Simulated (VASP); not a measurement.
# Hf4N (Pm-3m) in VASP: notebook

The runs below take Hf4N through single point, relaxation of cell and atoms, with PBE.

Program: VASP 6.6.1. These are calculated values, not measurements. Logs are shortened: lines on timing, memory, paths and dates and some standing lists are left out, and cuts for length are marked.

## 1. The cell of the first run

Symmetry: Pm-3m, No. 221, cubic system. The conventional cell has a = 4.509 Å, b = 4.509 Å, c = 4.509 Å, α = 90.00°, β = 90.00°, γ = 90.00°. Hf (site symmetry 4/mmm) has 2 N at 2.25 Å within 3.0 Å. Hf (site symmetry m-3m) has 12 Hf at 3.19 Å and 8 N at 3.91 Å within 4.2 Å. Within 3.0 Å of N (site symmetry m-3m) lie 6 Hf at 2.25 Å.

## 2. Single point, PBE

Contents of INCAR:

```
ALGO = Normal ; EDIFF = 1E-7
ENCUT = 520 ; GGA = PE
ISIF = 2 ; ISMEAR = 0
LASPH = True ; LCHARG = False
LREAL = False ; LWAVE = False
NBANDS = 30 ; NELM = 80
PREC = Accurate ; SIGMA = 0.1
```

Contents of KPOINTS:

```
k-points
0
Gamma
  4 4 4
```

Contents of POSCAR:

```
Hf4N
1.0
    4.5093258454      0.0000000000      0.0000000000
    0.0000000000      4.5093258454      0.0000000000
    0.0000000000      0.0000000000      4.5093258454
Hf N
4 1
Direct
    0.5000000000      0.0000000000      0.0000000000
    0.0000000000      0.5000000000      0.0000000000
    0.0000000000      0.0000000000      0.5000000000
    0.5000000000      0.5000000000      0.5000000000
    0.0000000000      0.0000000000      0.0000000000
```

Potentials or basis: VASP PAW PBE potentials, release 64 (Hf_pv, N).

On the command line:

```console
cat potpaw_PBE.64/Hf_pv/POTCAR potpaw_PBE.64/N/POTCAR > POTCAR
mpirun -np 1 vasp_std > vasp.out
```

OUTCAR:

```text
EDIFF = 1E-7
   ENCUT = 520
   GGA = PE
   ISIF = 2
   ISMEAR = 0
   LASPH = True
   LREAL = False
   NELM = 80
   PREC = Accurate

 ion  position               nearest neighbor table
   1  0.500  0.000  0.000-   5 2.25   5 2.25   4 3.19   2 3.19   3 3.19   4 3.19   2 3.19   4 3.19
                             4 3.19   2 3.19   3 3.19   3 3.19   3 3.19   2 3.19
   2  0.000  0.500  0.000-   5 2.25   5 2.25   4 3.19   1 3.19   3 3.19   4 3.19   1 3.19   3 3.19
                             3 3.19   3 3.19   1 3.19   4 3.19   4 3.19   1 3.19
   3  0.000  0.000  0.500-   5 2.25   5 2.25   4 3.19   1 3.19   1 3.19   2 3.19   2 3.19   2 3.19
                             4 3.19   2 3.19   1 3.19   4 3.19   1 3.19   4 3.19
   4  0.500  0.500  0.500-   1 3.19   2 3.19   3 3.19   1 3.19   2 3.19   1 3.19   3 3.19   1 3.19
                             2 3.19   3 3.19   2 3.19   3 3.19
   5  0.000  0.000  0.000-   1 2.25   2 2.25   3 2.25   3 2.25   2 2.25   1 2.25

  LATTYP: Found a simple cubic cell.
 ALAT       =     4.5093258454

  Lattice vectors:

 A1 = (   4.5093258454,   0.0000000000,   0.0000000000)
 A2 = (   0.0000000000,   4.5093258454,   0.0000000000)
 A3 = (   0.0000000000,   0.0000000000,   4.5093258454)

Analysis of symmetry for initial positions (statically):
=====================================================================
 Subroutine PRICEL returns:
 Original cell was already a primitive cell.

 Routine SETGRP: Setting up the symmetry group for a
 simple cubic supercell.

 Subroutine GETGRP returns: Found 48 space group operations
 (whereof 48 operations were pure point group operations)
 out of a pool of 48 trial point group operations.

The static configuration has the point symmetry O_h .

Analysis of symmetry for dynamics (positions and initial velocities):
=====================================================================
 Subroutine PRICEL returns:
 Original cell was already a primitive cell.

 Routine SETGRP: Setting up the symmetry group for a
 simple cubic supercell.

 Subroutine GETGRP returns: Found 48 space group operations
 (whereof 48 operations were pure point group operations)
 out of a pool of 48 trial point group operations.

The dynamic configuration has the point symmetry O_h .

 Subroutine INISYM returns: Found 48 space group operations
 (whereof 48 operations are pure point group operations),
 and found     1 'primitive' translations

----------------------------------------------------------------------------------------

                                     Primitive cell

  volume of cell :      91.6927

  direct lattice vectors                    reciprocal lattice vectors
     4.509325845  0.000000000  0.000000000     0.221762639  0.000000000  0.000000000
     0.000000000  4.509325845  0.000000000     0.000000000  0.221762639  0.000000000
     0.000000000  0.000000000  4.509325845     0.000000000  0.000000000  0.221762639

  length of vectors
     4.509325845  4.509325845  4.509325845     0.221762639  0.221762639  0.221762639

  position of ions in fractional coordinates (direct lattice)
     0.500000000  0.000000000  0.000000000
     0.000000000  0.500000000  0.000000000
     0.000000000  0.000000000  0.500000000
     0.500000000  0.500000000  0.500000000
     0.000000000  0.000000000  0.000000000

  ion indices of the primitive-cell ions
   primitive index   ion index
                 1           1
                 2           2
                 3           3
                 4           4
                 5           5

----------------------------------------------------------------------------------------

 KPOINTS: k-points

Automatic generation of k-mesh.
 Grid dimensions read from file:
 generate k-points for:    4    4    4

 Generating k-lattice:

  Cartesian coordinates                     Fractional coordinates (reciprocal lattice)
     0.055440660  0.000000000  0.000000000     0.250000000  0.000000000  0.000000000
     0.000000000  0.055440660  0.000000000     0.000000000  0.250000000  0.000000000
     0.000000000  0.000000000  0.055440660     0.000000000  0.000000000  0.250000000

  Length of vectors
     0.055440660  0.055440660  0.055440660

  Shift w.r.t. Gamma in fractional coordinates (k-lattice)
     0.000000000  0.000000000  0.000000000

 Subroutine IBZKPT returns following result:
 ===========================================

 Found     10 irreducible k-points:

 Following reciprocal coordinates:
            Coordinates               Weight
  0.000000  0.000000  0.000000      1.000000
  0.250000  0.000000  0.000000      6.000000
  0.500000  0.000000  0.000000      3.000000
  0.250000  0.250000  0.000000     12.000000
  0.500000  0.250000  0.000000     12.000000
  0.500000  0.500000  0.000000      3.000000
  0.250000  0.250000  0.250000      8.000000
  0.500000  0.250000  0.250000     12.000000
  0.500000  0.500000  0.250000      6.000000
  0.500000  0.500000  0.500000      1.000000
   k-points           NKPTS =     10   k-points in BZ     NKDIM =     10   number of bands    NBANDS=     30
   number of dos      NEDOS =    301   number of ions     NIONS =      5
   total plane-waves  NPLWV =  46656
   dimension x,y,z NGX =    36 NGY =   36 NGZ =   36
   dimension x,y,z NGXF=    72 NGYF=   72 NGZF=   72
   ions per type =               4   1
   NGX,Y,Z   is equivalent  to a cutoff of  13.27, 13.27, 13.27 a.u.
   NGXF,Y,Z  is equivalent  to a cutoff of  26.54, 26.54, 26.54 a.u.
 SYSTEM =  unknown system
   PREC   = accura    normal or accurate (medium, high low for compatibility)
   ISTART =      0    job   : 0-new  1-cont  2-samecut
   ICHARG =      2    charge: 1-file 2-atom 10-const
   ISPIN  =      1    spin polarized calculation?
   LNONCOLLINEAR =      F non collinear calculations
   LSORBIT =      F    spin-orbit coupling
   LASPH  =      T    aspherical Exc in radial PAW
   ENCUT  =  520.0 eV  38.22 Ry    6.18 a.u.   8.38  8.38  8.38*2*pi/ulx,y,z
   NELM   =     80;   NELMIN=  2; NELMDL= -5     # of ELM steps
   EDIFF  = 0.1E-06   stopping-criterion for ELM
   LREAL  =      F    real-space projection
   EDIFFG = 0.1E-05   stopping-criterion for IOM
   NSW    =      0    number of steps for IOM
   IBRION =     -1    ionic relax: 0-MD 1-quasi-New 2-CG
   NFREE  =      0    steps in history (QN), initial steepest desc. (CG)
   ISIF   =      2    stress and relaxation
   ISYM   =      2    0-nonsym 1-usesym 2-fastsym
   POTIM  = 0.5000    time-step for ionic-motion
   TEBEG  =    0.0;   TEEND  =   0.0 temperature during run
   PSTRESS=    0.0 pullay stress
   NELECT =      45.0000    total number of electrons
   NUPDOWN=      -1.0000    fix difference up-down
   EMIN   =  10.00;   EMAX   =-10.00  energy-range for DOS
   EFERMI =   0.00;   METHOD = LEGACY
   ISMEAR =     0;   SIGMA  =   0.10  broadening in eV -4-tet -1-fermi 0-gaus
   EFERMI_NEDOS =   21; number of points for ismear=-14 and -15
   IALGO  =     38    algorithm
   IMIX   =      4    mixing-type and parameters
     AMIX     =   0.40;   BMIX     =  1.00
     AMIX_MAG =   1.60;   BMIX_MAG =  1.00
  volume/ion in A,a.u.               =      18.34       123.75
  Fermi-wavevector in a.u.,A,eV,Ry     =   1.291321  2.440242 22.687833  1.667509
  Thomas-Fermi vector in A             =   2.423098
   LORBIT       =      0    0 simple, 1 ext, 2 COOP (PROOUT), +10 PAW based schemes
   GGA     = PE    functional components
   LHFCALC =     F    Hartree Fock is set to
   AEXX    =    0.0000 exact exchange contribution
   IVDW    =     0    specifies the selected vdW correction
   LEPSILON=     F    determine dielectric tensor
   LRPA    =     F    only Hartree local field effects (RPA)
 non-spin polarized calculation
 Gauss-broadening in eV      SIGMA  =   0.10
  energy-cutoff  :      520.00
  volume of cell :       91.69
 maximum number of plane-waves:      2517
 NGX is ok and might be reduce to    36
   NGX = 17   NGY = 17   NGZ = 17

 number of electron      44.9999994 magnetization

 Free energy of the ion-electron system (eV)
  ---------------------------------------------------
  ext. energy  EPLUGINS =         0.00000000
  ---------------------------------------------------
  free energy    TOTEN  =       -51.62655968 eV

  energy without entropy =      -51.61096015  energy(sigma->0) =      -51.61875992

 E-fermi :   5.1086     XC(G=0): -11.5739

 val. band max:        4.9956839881   @ k =   0.5000   0.2500   0.0000
 cond. band min:       5.1191838197   @ k =   0.5000   0.5000   0.2500
 fundamental gap:      0.1234998316
 Fermi energy:         5.1086269894

 k-point     1 :       0.0000    0.0000    0.0000
  band No.  band energies     occupation
      1     -25.5415      2.00000
      2     -25.5415      2.00000
      3     -25.5415      2.00000
      4     -25.1098      2.00000
      5     -25.1098      2.00000
      6     -25.1098      2.00000
[... 22 lines left out ...]
     29       9.0413      0.00000
     30       9.0413      0.00000

 k-point     2 :       0.2500    0.0000    0.0000
  band No.  band energies     occupation
      1     -25.4805      2.00000
      2     -25.4805      2.00000
      3     -25.4527      2.00000
      4     -25.1544      2.00000
      5     -25.1544      2.00000
      6     -25.1148      2.00000
[... 22 lines left out ...]
     29       8.6754      0.00000
     30       9.2541      0.00000

 k-point     3 :       0.5000    0.0000    0.0000
  band No.  band energies     occupation
      1     -25.3682      2.00000
      2     -25.3682      2.00000
      3     -25.2669      2.00000
      4     -25.2669      2.00000
      5     -25.2516      2.00000
      6     -25.2141      2.00000
[... 220 lines left out ...]
     29       8.7800      0.00000
     30       9.6203      0.00000

 k-point    10 :       0.5000    0.5000    0.5000
  band No.  band energies     occupation
      1     -25.8049      2.00000
      2     -25.5454      2.00000
      3     -25.5454      2.00000
      4     -25.5454      2.00000
      5     -24.9388      2.00000
      6     -24.9388      2.00000
[... 22 lines left out ...]
     29      10.2118      0.00000
     30      10.2118      0.00000

------------------------ aborting loop because EDIFF is reached ----------------------------------------

  FORCE on cell =-STRESS in cart. coord.  units (eV):
  Direction    XX          YY          ZZ          XY          YZ          ZX
  --------------------------------------------------------------------------------------
  -------------------------------------------------------------------------------------
  Total       -0.4793949     -0.4793949     -0.4793949     -0.0000000     -0.0000000      0.0000000
  in kB       -8.3766270     -8.3766270     -8.3766270     -0.0000000     -0.0000000      0.0000000
  external PRESSURE =      -8.3766270 kB  Pullay stress =       0.0000000 kB

 VOLUME and BASIS-vectors are now :
 -----------------------------------------------------------------------------
  energy-cutoff  :      520.00
  volume of cell :       91.69
      direct lattice vectors                 reciprocal lattice vectors
     4.509325845  0.000000000  0.000000000     0.221762639  0.000000000  0.000000000
     0.000000000  4.509325845  0.000000000     0.000000000  0.221762639  0.000000000
     0.000000000  0.000000000  4.509325845     0.000000000  0.000000000  0.221762639

 POSITION                                       TOTAL-FORCE (eV/Angst)
 -----------------------------------------------------------------------------------
      2.25466      0.00000      0.00000         0.000000      0.000000      0.000000
      0.00000      2.25466      0.00000         0.000000      0.000000      0.000000
      0.00000      0.00000      2.25466         0.000000      0.000000      0.000000
      2.25466      2.25466      2.25466         0.000000      0.000000      0.000000
      0.00000      0.00000      0.00000         0.000000      0.000000      0.000000
 -----------------------------------------------------------------------------------
    total drift:                                0.000000      0.000000     -0.000000

  FREE ENERGIE OF THE ION-ELECTRON SYSTEM (eV)
  ---------------------------------------------------
  free  energy   TOTEN  =       -51.6265596772 eV

  energy  without entropy=      -51.6109601545  energy(sigma->0) =      -51.61875992
```

Wall time 22 s (1 thread of Intel Xeon 6975P-C (Granite Rapids), shared host); peak memory 0.19 GiB.

Results:

| Property | Result |
| --- | --- |
| Free energy | -51.6266 eV |
| Pressure | -0.8 GPa |

Caveat: spin-orbit coupling is left out, which moves the levels of the heavy elements.

(Continued in part 2 of 3.)
